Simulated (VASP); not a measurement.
# MoS2 (Cmcm) in VASP: a series of runs, part 2 of 2

VASP 6.6.1. Earlier steps stand in the parts before.

**4. Single point, PBEsol (strain -0.0150 x Voigt [1, -1, 0, 0, 0, 0])**

The input, INCAR:

```
PREC = Accurate
ENCUT = 520
EDIFF = 1E-6
ISMEAR = 0
SIGMA = 0.05
LREAL = F
LASPH = T
NELM = 100
ALGO = Normal
ISIF = 2
LWAVE = F
LCHARG = T
GGA = PS
LELF = T
LVHAR = T
NBANDS = 35
```

The input, KPOINTS:

```
regular mesh
0
Gamma
  12 12 2
```

The input, POSCAR:

```
MoS2
1.0
    3.0943107242      0.0000000000      0.0000000000
   -1.5471553621      2.7613684972      0.0000000000
    0.0000000000      0.0000000000     12.5788196111
Mo S
2 4
Direct
    0.3333333333      0.6666666667      0.2500000000
    0.6666666667      0.3333333333      0.7500000000
    0.3333333333      0.6666666667      0.6260538431
    0.6666666667      0.3333333333      0.1260538431
    0.3333333333      0.6666666667      0.8739461569
    0.6666666667      0.3333333333      0.3739461569
```

Potentials or basis: VASP PAW PBE potentials, release 64 (Mo_sv, S).

On the command line:

```bash
$ cat potpaw_PBE.64/Mo_sv/POTCAR potpaw_PBE.64/S/POTCAR > POTCAR
$ mpirun -np 1 vasp_std > vasp.out
```

OUTCAR:

```text
PREC = Accurate
   ENCUT = 520
   EDIFF = 1E-6
   ISMEAR = 0
   LREAL = F
   LASPH = T
   NELM = 100
   ISIF = 2
   GGA = PS

 ion  position               nearest neighbor table
   1  0.333  0.667  0.250-   4 2.38   6 2.38   4 2.38   6 2.38   4 2.41   6 2.41
   2  0.667  0.333  0.750-   3 2.38   5 2.38   3 2.38   5 2.38   3 2.41   5 2.41
   3  0.333  0.667  0.626-   2 2.38   2 2.38   2 2.41
   4  0.667  0.333  0.126-   1 2.38   1 2.38   1 2.41
   5  0.333  0.667  0.874-   2 2.38   2 2.38   2 2.41
   6  0.667  0.333  0.374-   1 2.38   1 2.38   1 2.41

  LATTYP: Found a base centered orthorhombic cell.
 ALAT       =     3.0943107242
 B/A-ratio  =     1.7848036240
 C/A-ratio  =     4.0651443026

  Lattice vectors:

 A1 = (   1.5471553621,  -2.7613684972,   0.0000000000)
 A2 = (   1.5471553621,   2.7613684972,   0.0000000000)
 A3 = (   0.0000000000,   0.0000000000,  12.5788196111)

Analysis of symmetry for initial positions (statically):
=====================================================================
 Subroutine PRICEL returns:
 Original cell was already a primitive cell.

 Routine SETGRP: Setting up the symmetry group for a
 base centered orthorhombic supercell.

 Subroutine GETGRP returns: Found  8 space group operations
 (whereof  4 operations were pure point group operations)
 out of a pool of  8 trial point group operations.

The static configuration has the point symmetry C_2h.
 The point group associated with its full space group is D_2h.

Analysis of symmetry for dynamics (positions and initial velocities):
=====================================================================
 Subroutine PRICEL returns:
 Original cell was already a primitive cell.

 Routine SETGRP: Setting up the symmetry group for a
 base centered orthorhombic supercell.

 Subroutine GETGRP returns: Found  8 space group operations
 (whereof  4 operations were pure point group operations)
 out of a pool of  8 trial point group operations.

The dynamic configuration has the point symmetry C_2h.
 The point group associated with its full space group is D_2h.

 Subroutine INISYM returns: Found  8 space group operations
 (whereof  4 operations are pure point group operations),
 and found     1 'primitive' translations

----------------------------------------------------------------------------------------

                                     Primitive cell

  volume of cell :     107.4801

  direct lattice vectors                    reciprocal lattice vectors
     3.094310724  0.000000000  0.000000000     0.323173750  0.181069640  0.000000000
    -1.547155362  2.761368497  0.000000000     0.000000000  0.362139280  0.000000000
     0.000000000  0.000000000 12.578819611     0.000000000  0.000000000  0.079498715

  length of vectors
     3.094310724  3.165256023 12.578819611     0.370442286  0.362139280  0.079498715

  position of ions in fractional coordinates (direct lattice)
     0.333333333  0.666666667  0.250000000
     0.666666667  0.333333333  0.750000000
     0.333333333  0.666666667  0.626053843
     0.666666667  0.333333333  0.126053843
     0.333333333  0.666666667  0.873946157
     0.666666667  0.333333333  0.373946157

  ion indices of the primitive-cell ions
   primitive index   ion index
                 1           1
                 2           2
                 3           3
                 4           4
[... 33 lines left out ...]
  0.166667  0.000000  0.000000      4.000000
  0.250000  0.000000  0.000000      4.000000
  0.333333  0.000000  0.000000      4.000000
  0.416667 -0.000000  0.000000      4.000000
[... 16 lines left out ...]
  0.333333  0.166667  0.000000      4.000000
  0.416667  0.166667  0.000000      4.000000
 [... further k-points ...]
   k-points           NKPTS =     86   k-points in BZ     NKDIM =     86   number of bands    NBANDS=     35
   number of dos      NEDOS =    301   number of ions     NIONS =      6
   total plane-waves  NPLWV =  55296
   dimension x,y,z NGX =    24 NGY =   24 NGZ =   96
   dimension x,y,z NGXF=    48 NGYF=   48 NGZF=  192
   ions per type =               2   4
   NGX,Y,Z   is equivalent  to a cutoff of  12.89, 12.61, 12.69 a.u.
   NGXF,Y,Z  is equivalent  to a cutoff of  25.79, 25.21, 25.38 a.u.
 SYSTEM =  unknown system
   PREC   = accura    normal or accurate (medium, high low for compatibility)
   ISTART =      0    job   : 0-new  1-cont  2-samecut
   ICHARG =      2    charge: 1-file 2-atom 10-const
   ISPIN  =      1    spin polarized calculation?
   LNONCOLLINEAR =      F non collinear calculations
   LSORBIT =      F    spin-orbit coupling
   LASPH  =      T    aspherical Exc in radial PAW
   ENCUT  =  520.0 eV  38.22 Ry    6.18 a.u.   5.75  5.89 23.39*2*pi/ulx,y,z
   NELM   =    100;   NELMIN=  2; NELMDL= -5     # of ELM steps
   EDIFF  = 0.1E-05   stopping-criterion for ELM
   LREAL  =      F    real-space projection
   EDIFFG = 0.1E-04   stopping-criterion for IOM
   NSW    =      0    number of steps for IOM
   IBRION =     -1    ionic relax: 0-MD 1-quasi-New 2-CG
   NFREE  =      0    steps in history (QN), initial steepest desc. (CG)
   ISIF   =      2    stress and relaxation
   ISYM   =      2    0-nonsym 1-usesym 2-fastsym
   POTIM  = 0.5000    time-step for ionic-motion
   TEBEG  =    0.0;   TEEND  =   0.0 temperature during run
   PSTRESS=    0.0 pullay stress
   NELECT =      52.0000    total number of electrons
   NUPDOWN=      -1.0000    fix difference up-down
   EMIN   =  10.00;   EMAX   =-10.00  energy-range for DOS
   EFERMI =   0.00;   METHOD = LEGACY
   ISMEAR =     0;   SIGMA  =   0.05  broadening in eV -4-tet -1-fermi 0-gaus
   EFERMI_NEDOS =   21; number of points for ismear=-14 and -15
   IALGO  =     38    algorithm
   IMIX   =      4    mixing-type and parameters
     AMIX     =   0.40;   BMIX     =  1.00
     AMIX_MAG =   1.60;   BMIX_MAG =  1.00
  volume/ion in A,a.u.               =      17.91       120.89
  Fermi-wavevector in a.u.,A,eV,Ry     =   1.285188  2.428653 22.472843  1.651707
  Thomas-Fermi vector in A             =   2.417337
   LORBIT       =      0    0 simple, 1 ext, 2 COOP (PROOUT), +10 PAW based schemes
   GGA     = PS    functional components
   LHFCALC =     F    Hartree Fock is set to
   AEXX    =    0.0000 exact exchange contribution
   IVDW    =     0    specifies the selected vdW correction
   LEPSILON=     F    determine dielectric tensor
   LRPA    =     F    only Hartree local field effects (RPA)
 non-spin polarized calculation
 Gauss-broadening in eV      SIGMA  =   0.05
  energy-cutoff  :      520.00
  volume of cell :      107.48
 maximum number of plane-waves:      2936
   NGX = 11   NGY = 11   NGZ = 47

 number of electron      52.0000002 magnetization

 Free energy of the ion-electron system (eV)
  ---------------------------------------------------
  ext. energy  EPLUGINS =         0.00000000
  ---------------------------------------------------
  free energy    TOTEN  =       -46.87746711 eV

  energy without entropy =      -46.87746711  energy(sigma->0) =      -46.87746711

 E-fermi :   7.5236     XC(G=0): -10.9254

 val. band max:        7.2558459319   @ k =   0.0000   0.0000   0.0000
 cond. band min:       8.2556514568   @ k =  -0.3333   0.1667   0.0000
 fundamental gap:      0.9998055249
 Fermi energy:         7.5236294388

 k-point     1 :       0.0000    0.0000    0.0000
  band No.  band energies     occupation
      1     -54.0172      2.00000
      2     -54.0172      2.00000
      3     -28.2302      2.00000
      4     -28.2302      2.00000
      5     -27.9907      2.00000
      6     -27.9907      2.00000
[... 901 lines left out ...]
     34      11.6221      0.00000
     35      13.2140      0.00000

 [... further k-points ...]

------------------------ aborting loop because EDIFF is reached ----------------------------------------

  FORCE on cell =-STRESS in cart. coord.  units (eV):
  Direction    XX          YY          ZZ          XY          YZ          ZX
  --------------------------------------------------------------------------------------
  -------------------------------------------------------------------------------------
  Total        1.9828081     -1.7919133     -0.0290634      0.0000000      0.0000000      0.0000000
  in kB       29.5571861    -26.7115683     -0.4332400      0.0000000      0.0000000      0.0000000
  external PRESSURE =       0.8041260 kB  Pullay stress =       0.0000000 kB

 VOLUME and BASIS-vectors are now :
 -----------------------------------------------------------------------------
  energy-cutoff  :      520.00
  volume of cell :      107.48
      direct lattice vectors                 reciprocal lattice vectors
     3.094310724  0.000000000  0.000000000     0.323173750  0.181069640  0.000000000
    -1.547155362  2.761368497  0.000000000     0.000000000  0.362139280  0.000000000
     0.000000000  0.000000000 12.578819611     0.000000000  0.000000000  0.079498715

 POSITION                                       TOTAL-FORCE (eV/Angst)
 -----------------------------------------------------------------------------------
     -0.00000      1.84091      3.14470        -0.000000      0.191052      0.000000
      1.54716      0.92046      9.43411         0.000000     -0.191052      0.000000
     -0.00000      1.84091      7.87502         0.000000      0.096704     -0.000979
      1.54716      0.92046      1.58561        -0.000000     -0.096704     -0.000979
     -0.00000      1.84091     10.99321         0.000000      0.096704      0.000979
      1.54716      0.92046      4.70380        -0.000000     -0.096704      0.000979
 -----------------------------------------------------------------------------------
    total drift:                               -0.000000      0.000000     -0.000000

  FREE ENERGIE OF THE ION-ELECTRON SYSTEM (eV)
  ---------------------------------------------------
  free  energy   TOTEN  =       -46.8774671084 eV

  energy  without entropy=      -46.8774671084  energy(sigma->0) =      -46.87746711
```

OSZICAR:

```text
N       E                     dE             d eps       ncg     rms          rms(c)
DAV:   1     0.441662257118E+03    0.44166E+03   -0.29362E+04  6620   0.141E+03
DAV:   2    -0.268980455408E+02   -0.46856E+03   -0.45271E+03  7216   0.367E+02
DAV:   3    -0.493181014813E+02   -0.22420E+02   -0.22009E+02  7310   0.736E+01
DAV:   4    -0.497563055957E+02   -0.43820E+00   -0.43704E+00  7229   0.104E+01
DAV:   5    -0.497645379731E+02   -0.82324E-02   -0.82306E-02  7118   0.144E+00    0.368E+01
DAV:   6    -0.475920349665E+02    0.21725E+01   -0.11393E+01  6561   0.217E+01    0.123E+01
DAV:   7    -0.472512249817E+02    0.34081E+00   -0.52055E+00  6474   0.139E+01    0.836E+00
DAV:   8    -0.468779804935E+02    0.37324E+00   -0.86254E-01  6492   0.622E+00    0.298E+00
DAV:   9    -0.468856692988E+02   -0.76888E-02   -0.10446E-01  6984   0.159E+00    0.134E+00
DAV:  10    -0.468776047380E+02    0.80646E-02   -0.34322E-02  6596   0.124E+00    0.387E-01
DAV:  11    -0.468776167957E+02   -0.12058E-04   -0.18141E-03  6638   0.236E-01    0.187E-01
DAV:  12    -0.468774701572E+02    0.14664E-03   -0.33331E-04  6686   0.102E-01    0.106E-01
DAV:  13    -0.468774647026E+02    0.54546E-05   -0.14839E-04  6875   0.590E-02    0.783E-03
DAV:  14    -0.468774666591E+02   -0.19566E-05   -0.10267E-05  5836   0.168E-02    0.193E-02
DAV:  15    -0.468774671084E+02   -0.44922E-06   -0.24320E-06  5512   0.856E-03
   1 F= -.46877467E+02 E0= -.46877467E+02  d E =-.342016E-16
```

stdout:

```text
POSCAR found type information on POSCAR MoS
 POSCAR found :  2 types and       6 ions
 scaLAPACK will be used
 -----------------------------------------------------------------------------
|                                                                             |
|                                                                             |
|     You enforced a specific xc type in the INCAR file but a different       |
|     I HOPE YOU KNOW WHAT YOU ARE DOING!                                     |
|                                                                             |
 -----------------------------------------------------------------------------

 LDA part: xc-table for (Slater+PW92), standard interpolation
 POSCAR, INCAR and KPOINTS ok, starting setup
 FFT: planning ... GRIDC
 FFT: planning ... GRID_SOFT
 FFT: planning ... GRID
 WAVECAR not read
 entering main loop
```

Run time: 3.1 min. Hardware: 1 thread of AMD EPYC 9R45 (Zen 5), shared host; peak memory 0.35 GiB.

Results:

| Quantity | Value |
| --- | --- |
| Free energy | -46.8775 eV |
| Pressure | 0.1 GPa |
| Largest force | 0.191 eV/Å |
| Band gap on the k mesh | 1.00 eV (least direct gap 1.74 eV) |

Forces in eV/Å, atoms in the order of the input:
```
Mo   0.000  0.191  0.000
Mo   0.000 -0.191  0.000
S    0.000  0.097 -0.001
S    0.000 -0.097 -0.001
S    0.000  0.097  0.001
S    0.000 -0.097  0.001
```

Caveat: the cell differs from its parent crystal (strain -0.0150 x Voigt [1, -1, 0, 0, 0, 0]); the stress differs along the axes, from -3 to 3 GPa; the PAW data sets were made with another functional, which shifts forces and pressure a little; this functional lacks dispersion, which binds layers or chains, so the pressure and a relaxed spacing across them are unreliable. A k mesh can miss the band edges.

**5. The runs side by side**

| cell | gap on the mesh (eV) | pressure (GPa) | largest force (eV/Å) |
| --- | --- | --- | --- |
| a = 3.236, b = 3.095, c = 12.579 Å, angles 90.0, 90.0, 121.5°, 6 atoms | 1.02 | 0.4 | 0.46 |
| a = 3.189, b = 3.118, c = 12.579 Å, angles 90.0, 90.0, 120.7°, 6 atoms | 1.00 | 0.1 | 0.22 |
| a = 3.094, b = 3.165, c = 12.579 Å, angles 90.0, 90.0, 119.3°, 6 atoms | 1.00 | 0.1 | 0.19 |

Alike in all rows: task single point; level PBEsol; potentials or basis VASP PAW PBE potentials, release 64 (Mo_sv, S); no spin polarisation; k mesh 12 × 12 × 2; cutoff (eV) 520; smearing gaussian 0.05 eV.

Caveats: the PAW data sets were made with another functional, which shifts forces and pressure a little; this functional lacks dispersion, which binds layers or chains, so the pressure and a relaxed spacing across them are unreliable; the stress differs along the axes, from -3 to 3 GPa (at least some runs); the stress differs along the axes, from -5 to 6 GPa (at least some runs).

Total energies depend on the potentials used, so only differences within one code and one set of settings carry meaning.
